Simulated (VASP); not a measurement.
A run of VASP 6.6.1 is set up as follows.

INCAR

```
SYSTEM = K
PREC = Accurate
ENCUT = 520
EDIFF = 1E-7
ISMEAR = 0
SIGMA = 0.1
LREAL = .FALSE.
LASPH = .TRUE.
NELM = 80
ALGO = Fast
ISIF = 2
LWAVE = .FALSE.
LCHARG = .FALSE.
GGA = PS
NBANDS = 16
```

The input KPOINTS:

```
Automatic mesh
0
G
  12 12 6
  0 0 0
```

The input POSCAR:

```
K
1.0
    2.0079461164     -3.4469913409      0.0000000000
    2.0079461164      3.4469913409      0.0000000000
    0.0000000000      0.0000000000      6.5049270495
K
2
Direct
    0.8305351713      0.1694648287      0.2500000000
    0.1694648287      0.8305351713      0.7500000000
```

Potentials or basis: VASP PAW PBE potentials, release 64 (K_sv).

The run is started by

```bash
$ cat potpaw_PBE.64/K_sv/POTCAR > POTCAR
$ mpirun -np 1 vasp_std > vasp.out
```

Estimate the band gap on the k mesh.

zero (bands 9 and 10 overlap by 3.04 eV).

What does it give for the pressure?

3.9 GPa.

Caveat: the cell stands under pressure; the PAW data sets were made with another functional, which shifts forces and pressure a little.
